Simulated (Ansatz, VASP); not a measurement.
## Co in VASP and in Ansatz

```
CELL_PARAMETERS angstrom
2.50740 0.00000 0.00000
-1.25370 2.17147 0.00000
0.00000 0.00000 4.06990
ATOMIC_POSITIONS crystal
Co 0.33333 0.66667 0.25000
Co 0.66667 0.33333 0.75000
```

Alike in both runs: task single point; functional PBE; k mesh 15 × 15 × 8; occupations fermi-dirac, width 0.08 eV; collinear spin.

```csv
,VASP,Ansatz
version,VASP 6.6.1,Ansatz 0.2.0
potentials or method,"VASP PAW PBE potentials, release 64 (Co)","PAW with Ansatz's default frozen-core files, scalar-relativistic"
plane-wave cutoff (eV),520,420
valence electrons in the cell,18,34
```

```csv
,VASP,Ansatz,Ansatz less VASP
pressure (GPa),-4.5,-3.8,+0.61
"traceless stress, the component that is largest in VASP (GPa)",-0.55,-0.44,+0.110
net moment per atom (μB),1.63,1.64,+0.006
size of the moment on the site where the two differ most (μB),1.66,1.71,+0.059
```

Site moments also hang on the region over which each program counts them. VASP's potentials hold 18 valence electrons a cell and Ansatz's 34, so a difference there can come from the potentials and not from the codes.
